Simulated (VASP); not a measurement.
# Ni (Fm-3m) in VASP: further runs, part 2 of 2

VASP 6.6.1. Earlier steps stand in the parts before.

## (3) Single point, PBE, collinear spin, ferromagnetic start

INCAR

```
  PREC = Accurate
  ENCUT = 520
  EDIFF = 1E-6
  ISMEAR = -1
  SIGMA = 0.05
  LREAL = F
  LASPH = T
  NELM = 150
  ALGO = Normal
  ISIF = 2
  LWAVE = F
  LCHARG = T
  ISPIN = 2
  MAGMOM = 2
  LORBIT = 11
  LMAXMIX = 4
  GGA = PE
  LELF = T
  LVHAR = T
  NBANDS = 15
```

KPOINTS

```
Automatic mesh
0
Gamma
  15 15 15
```

POSCAR

```
Ni
1.0
    0.0000000000      1.7724000000      1.7724000000
    1.7724000000      0.0000000000      1.7724000000
    1.7724000000      1.7724000000      0.0000000000
Ni
1
Direct
    0.0000000000      0.0000000000      0.0000000000
```

Potentials or basis: VASP PAW PBE potentials, release 64 (Ni).

On the command line:

```
> cat potpaw_PBE.64/Ni/POTCAR > POTCAR
> mpirun -np 1 vasp_std > vasp.out
```

OUTCAR:

```text
PREC = Accurate
   ENCUT = 520
   EDIFF = 1E-6
   ISMEAR = -1
   LREAL = F
   LASPH = T
   NELM = 150
   ISIF = 2
   ISPIN = 2
   LORBIT = 11
   GGA = PE

 ion  position               nearest neighbor table
   1  0.000  0.000  0.000-

  LATTYP: Found a face centered cubic cell.
 ALAT       =     3.5448000000

  Lattice vectors:

 A1 = (   0.0000000000,   1.7724000000,   1.7724000000)
 A2 = (   1.7724000000,   0.0000000000,   1.7724000000)
 A3 = (   1.7724000000,   1.7724000000,   0.0000000000)

Analysis of symmetry for initial positions (statically):
=====================================================================
 Subroutine PRICEL returns:
 Original cell was already a primitive cell.

 Routine SETGRP: Setting up the symmetry group for a
 face centered cubic supercell.

 Subroutine GETGRP returns: Found 48 space group operations
 (whereof 48 operations were pure point group operations)
 out of a pool of 48 trial point group operations.

The static configuration has the point symmetry O_h .

Analysis of symmetry for dynamics (positions and initial velocities):
=====================================================================
 Subroutine PRICEL returns:
 Original cell was already a primitive cell.
[... 621 lines left out ...]
      8      36.2402      0.00000
      9      36.2402      0.00000
     10      36.2402      0.00000
     11      39.2218      0.00000
     12      39.2218      0.00000
     13      39.2218      0.00000
     14      42.0143      0.00000
[... 403 lines left out ...]
      4       7.8115      1.00000
      5       8.0827      1.00000
      6       8.5883      0.99990
      7      28.5255      0.00000
      8      31.0457      0.00000
      9      31.4639      0.00000
     10      33.7095      0.00000
     11      38.0777      0.00000
     12      42.5034      0.00000
     13      44.1921      0.00000
     14      44.7834      0.00000
     15      49.5866      0.00000

 [... further k-points ...]
[... 5 lines left out ...]
  --------------------------------------------------------------------------------------
  -------------------------------------------------------------------------------------
  Total       -0.2791456     -0.2791456     -0.2791456     -0.0000000      0.0000000      0.0000000
  in kB      -40.1629990    -40.1629990    -40.1629990     -0.0000000      0.0000000      0.0000000
  external PRESSURE =     -40.1629990 kB  Pullay stress =       0.0000000 kB

 VOLUME and BASIS-vectors are now :
 -----------------------------------------------------------------------------
  energy-cutoff  :      520.00
  volume of cell :       11.14
      direct lattice vectors                 reciprocal lattice vectors
     0.000000000  1.772400000  1.772400000    -0.282103363  0.282103363  0.282103363
     1.772400000  0.000000000  1.772400000     0.282103363 -0.282103363  0.282103363
     1.772400000  1.772400000  0.000000000     0.282103363  0.282103363 -0.282103363

 POSITION                                       TOTAL-FORCE (eV/Angst)
 -----------------------------------------------------------------------------------
      0.00000      0.00000      0.00000        -0.000000      0.000000      0.000000
 -----------------------------------------------------------------------------------
    total drift:                                0.000000      0.000000      0.000000

  FREE ENERGIE OF THE ION-ELECTRON SYSTEM (eV)
  ---------------------------------------------------
  free  energy   TOTEN  =        -5.4755444582 eV

  energy  without entropy=       -5.4613441246  energy(sigma->0) =       -5.46844429

 total charge

# of ion       s       p       d       tot
------------------------------------------
    1        0.488   0.478   8.303   9.269

 magnetization (x)

# of ion       s       p       d       tot
------------------------------------------
    1       -0.006  -0.025   0.692   0.661
```

OSZICAR:

```text
N       E                     dE             d eps       ncg     rms          rms(c)
DAV:   1     0.327175841111E+02    0.32718E+02   -0.44430E+03  7740   0.915E+02
DAV:   2    -0.492283366650E+01   -0.37640E+02   -0.34618E+02  8096   0.160E+02
DAV:   3    -0.632328817367E+01   -0.14005E+01   -0.13911E+01  8831   0.304E+01
DAV:   4    -0.633191702198E+01   -0.86288E-02   -0.86276E-02  8757   0.224E+00
DAV:   5    -0.633203246933E+01   -0.11545E-03   -0.11545E-03  9068   0.233E-01    0.109E+01
DAV:   6    -0.587807043822E+01    0.45396E+00   -0.13479E+01 10371   0.420E+01    0.642E+00
DAV:   7    -0.549013013501E+01    0.38794E+00   -0.27280E+00  9757   0.163E+01    0.175E+00
DAV:   8    -0.547960554137E+01    0.10525E-01   -0.19882E-02  8471   0.869E-01    0.959E-01
DAV:   9    -0.547638795730E+01    0.32176E-02   -0.21230E-03 11357   0.284E-01    0.338E-01
DAV:  10    -0.547554169164E+01    0.84627E-03   -0.12728E-03 11127   0.211E-01    0.384E-02
DAV:  11    -0.547554358364E+01   -0.18920E-05   -0.15890E-05  8290   0.328E-02    0.258E-02
DAV:  12    -0.547554479791E+01   -0.12143E-05   -0.46393E-06  9036   0.115E-02    0.953E-03
DAV:  13    -0.547554445824E+01    0.33966E-06   -0.30834E-07  5576   0.652E-03
   1 F= -.54755445E+01 E0= -.54684443E+01  d E =-.142003E-01  mag=     0.6469
```

stdout:

```text
POSCAR found type information on POSCAR Ni
 POSCAR found :  1 types and       1 ions
 scaLAPACK will be used
 LDA part: xc-table for (Slater+PW92), standard interpolation
 POSCAR, INCAR and KPOINTS ok, starting setup
 FFT: planning ... GRIDC
 FFT: planning ... GRID_SOFT
 FFT: planning ... GRID
 WAVECAR not read
 entering main loop
```

It took 22 s on 1 thread of Intel Xeon 6975P-C (Granite Rapids), shared host; peak memory 0.15 GiB.

What came out:

* Free energy: -5.4755 eV
* Pressure: -4.0 GPa
* Net moment: 0.65 μB per cell
* Site moments: Ni +0.66 μB
* Valence electrons inside the program's atomic spheres: Ni 9.27

## (4) Single point, PBE, collinear spin, ferromagnetic start

INCAR

```
SYSTEM = Ni
PREC     = Accurate       ! precision mode
ENCUT    = 520            ! plane-wave cutoff, eV
EDIFF    = 1E-7           ! SCF threshold, eV
ISMEAR   = -1             ! smearing method
SIGMA    = 0.05           ! smearing width, eV
LREAL    = .False.        ! projectors in reciprocal space
LASPH    = .True.         ! aspherical terms in the spheres
NELM     = 150            ! most SCF steps
ALGO     = Normal         ! electronic algorithm
ISIF     = 2              ! what is computed and relaxed
LWAVE    = .False.        ! write WAVECAR
LCHARG   = .False.        ! write CHGCAR
ISPIN    = 2              ! spin polarisation
MAGMOM   = 0.49           ! initial moments
LORBIT   = 11             ! projections on sites
NUPDOWN  = 0.49           ! fixed moment
LMAXMIX  = 4              ! l up to which the mixer works
GGA      = PE             ! functional
NBANDS   = 15             ! bands
```

KPOINTS

```
regular mesh
0
Gamma
  15 15 15
  0 0 0
```

POSCAR is that of step 3.

On the command line:

```
> cat potpaw_PBE.64/Ni/POTCAR > POTCAR
> mpirun -np 1 vasp_std > vasp.out
```

Wall time 24 s (1 thread of Intel Xeon 6975P-C (Granite Rapids), shared host); peak memory 0.15 GiB.

The run converged. Its results:

```yaml
Free_energy: -5.4634 eV
Pressure: -4.6 GPa
Net_moment: 0.49 μB per cell
Site_moments: Ni +0.51 μB
Valence_electrons_inside_the_program's_atomic_spheres: Ni 9.27
```

Caveat: the total moment is fixed, so each spin has its own Fermi level.

## (5) Single point, PBE, collinear spin, ferromagnetic start

INCAR

```
SYSTEM = Ni
PREC = Accurate
ENCUT = 520
EDIFF = 1E-7
ISMEAR = -1
SIGMA = 0.05
LREAL = .FALSE.
LASPH = .TRUE.
NELM = 150
ALGO = Normal
ISIF = 2
LWAVE = .FALSE.
LCHARG = .TRUE.
ISPIN = 2
MAGMOM = 0.97
LORBIT = 11
NUPDOWN = 0.97
LMAXMIX = 4
GGA = PE
LELF = .TRUE.
LVHAR = .TRUE.
NBANDS = 15
```

KPOINTS

```
Automatic mesh
0
G
  15 15 15
  0 0 0
```

POSCAR is that of step 4.

On the command line:

```
> cat potpaw_PBE.64/Ni/POTCAR > POTCAR
> mpirun -np 1 vasp_std > vasp.out
```

Wall time 24 s (1 thread of Intel Xeon 6975P-C (Granite Rapids), shared host); peak memory 0.15 GiB.

The run converged. Its results:

```
Free energy                                           : -5.3984 eV
Pressure                                              : -1.4 GPa
Net moment                                            : 0.97 μB per cell
Site moments                                          : Ni +0.97 μB
Valence electrons inside the program's atomic spheres : Ni 9.26
```

Caveat: the total moment is fixed, so each spin has its own Fermi level.

## (6) Summary

```csv
spin,fixed moment (μB),pressure (GPa),moment (μB)
"collinear, zero start",0.0,-5.3,0.00
"collinear, ferromagnetic start",-,-4.0,0.65
"collinear, ferromagnetic start",0.49,-4.6,0.49
"collinear, ferromagnetic start",0.97,-1.4,0.97
```

Alike in all rows: task single point; level PBE; potentials or basis VASP PAW PBE potentials, release 64 (Ni); cell as given; k mesh 15 × 15 × 15; cutoff (eV) 520; smearing fermi-dirac 0.05 eV.

Caveats: the total moment is fixed, so each spin has its own Fermi level (some runs).

Absolute energies hang on the potentials; compare differences alone.
